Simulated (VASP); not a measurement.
# Cu10N in VASP: a series of runs, part 2 of 2

VASP 6.6.1.

### 3 Single point, LDA

INCAR reads:

```
SYSTEM = Cu10N
PREC = Accurate
ENCUT = 520
EDIFF = 1E-6
ISMEAR = 0
SIGMA = 0.1
LREAL = .False.
LASPH = .True.
NELM = 120
ALGO = Normal
ISIF = 2
LWAVE = .False.
LCHARG = .True.
LDIPOL = .True.
IDIPOL = 3
DIPOL = 0.5 0.5 0.476
LELF = .True.
LVHAR = .True.
LVACPOTAV = .True.
NBANDS = 68
GGA_COMPAT = .False.
NELMDL = -8
```

KPOINTS reads:

```
Automatic mesh
0
Gamma
  8 8 1
  0 0 0
```

POSCAR reads:

```
Cu10N
1.0
    3.5186379850      0.0000000000      0.0000000000
    0.0000000000      3.5186379850      0.0000000000
    0.0000000000      0.0000000000     26.0372759700
Cu N
10 1
Direct
    0.0000000000      0.5000000000      0.3264550412
    0.5000000000      0.0000000000      0.3264550412
    0.5000000000      0.5000000000      0.3940242828
    0.0000000000      0.0000000000      0.3940242828
    0.0000000000      0.5000000000      0.4616692634
    0.5000000000      0.0000000000      0.4616692634
    0.5000000000      0.5000000000      0.5293490040
    0.0000000000      0.0000000000      0.5299407921
    0.0000000000      0.5000000000      0.6025051251
    0.5000000000      0.0000000000      0.6025051251
    0.5000000000      0.5000000000      0.6101843534
```

Potentials or basis: VASP PAW LDA potentials, release 64 (Cu, N).

Launch:

```
> cat potpaw_LDA.64/Cu/POTCAR potpaw_LDA.64/N/POTCAR > POTCAR
> mpirun -np 1 vasp_std > vasp.out
```

OUTCAR:

```text
SYSTEM = Cu10N
   PREC = Accurate
   ENCUT = 520
   EDIFF = 1E-6
   ISMEAR = 0
   LREAL = .False.
   LASPH = .True.
   NELM = 120
   ISIF = 2
   NELMDL = -8

 ion  position               nearest neighbor table
   1  0.000  0.500  0.326-   3 2.49   4 2.49   4 2.49   3 2.49   2 2.49   2 2.49   2 2.49   2 2.49

   2  0.500  0.000  0.326-   3 2.49   4 2.49   3 2.49   4 2.49   1 2.49   1 2.49   1 2.49   1 2.49

   3  0.500  0.500  0.394-   1 2.49   2 2.49   2 2.49   1 2.49   4 2.49   4 2.49   4 2.49   4 2.49
                             5 2.49   6 2.49   5 2.49   6 2.49
   4  0.000  0.000  0.394-   1 2.49   2 2.49   1 2.49   2 2.49   3 2.49   3 2.49   3 2.49   3 2.49
                             5 2.49   6 2.49   6 2.49   5 2.49
[... 1296 lines left out ...]
  volume of cell :      322.36
      direct lattice vectors                 reciprocal lattice vectors
     3.518637985  0.000000000  0.000000000     0.284200877  0.000000000  0.000000000
     0.000000000  3.518637985  0.000000000     0.000000000  0.284200877  0.000000000
     0.000000000  0.000000000 26.037275970     0.000000000  0.000000000  0.038406475

 POSITION                                       TOTAL-FORCE (eV/Angst)
 -----------------------------------------------------------------------------------
      0.00000      1.75932      8.50000         0.000000     -0.000000      0.248276
      1.75932      0.00000      8.50000         0.000000      0.000000      0.248276
      1.75932      1.75932     10.25932         0.000000      0.000000     -0.324779
      0.00000      0.00000     10.25932        -0.000000      0.000000     -0.253807
      0.00000      1.75932     12.02061         0.000000     -0.000000      0.032461
      1.75932      0.00000     12.02061         0.000000      0.000000      0.032461
      1.75932      1.75932     13.78281         0.000000     -0.000000     -0.017914
      0.00000      0.00000     13.79821         0.000000      0.000000      0.007715
      0.00000      1.75932     15.68759         0.000000      0.000000      0.002090
      1.75932      0.00000     15.68759         0.000000      0.000000      0.002090
      1.75932      1.75932     15.88754        -0.000000      0.000000      0.023132
 -----------------------------------------------------------------------------------
    total drift:                                0.000000      0.000000     -0.000294

  FREE ENERGIE OF THE ION-ELECTRON SYSTEM (eV)
  ---------------------------------------------------
  free  energy   TOTEN  =       -53.0391587913 eV

  energy  without entropy=      -53.0156579584  energy(sigma->0) =      -53.02740837

 vacuum level on the upper side and lower side of the slab         4.806         4.770
```

OSZICAR:

```text
N       E                     dE             d eps       ncg     rms          rms(c)
DAV:   1     0.113548080898E+04    0.11355E+04   -0.49645E+04  2040   0.218E+03
DAV:   2     0.121618204056E+03   -0.10139E+04   -0.98176E+03  2040   0.470E+02
DAV:   3    -0.464807477163E+02   -0.16810E+03   -0.16003E+03  2552   0.238E+02
[... 26 lines left out ...]
DAV:  30    -0.530391525013E+02   -0.30481E-05   -0.27527E-07  1284   0.695E-03    0.876E-04
DAV:  31    -0.530391549886E+02   -0.24873E-05   -0.18015E-07  1268   0.816E-03    0.652E-04
DAV:  32    -0.530391564924E+02   -0.15038E-05   -0.11632E-07  1336   0.592E-03    0.380E-04
DAV:  33    -0.530391582248E+02   -0.17323E-05   -0.10242E-07  1304   0.317E-03    0.244E-04
DAV:  34    -0.530391587913E+02   -0.56654E-06   -0.45864E-08  1332   0.227E-03
   1 F= -.53039159E+02 E0= -.53027408E+02  d E =-.235008E-01
```

It took 7.6 min on 1 thread of Intel Xeon 6975P-C (Granite Rapids), shared host; peak memory 0.44 GiB.

What came out:

```
Free energy            : -53.0392 eV
Largest force          : 0.325 eV/Å
Band gap on the k mesh : zero (an odd number of electrons rules out a gap without spin polarisation)
```

Forces on the atoms (eV/Å):
```
Cu   0.000  0.000  0.248
Cu   0.000  0.000  0.248
Cu   0.000  0.000 -0.325
Cu   0.000  0.000 -0.254
Cu   0.000  0.000  0.032
Cu   0.000  0.000  0.032
Cu   0.000  0.000 -0.018
Cu   0.000  0.000  0.008
Cu   0.000  0.000  0.002
Cu   0.000  0.000  0.002
N    0.000  0.000  0.023
```

With open d or f shells a metallic result of LDA can be an artefact of self-interaction; +U or a hybrid may open a gap.
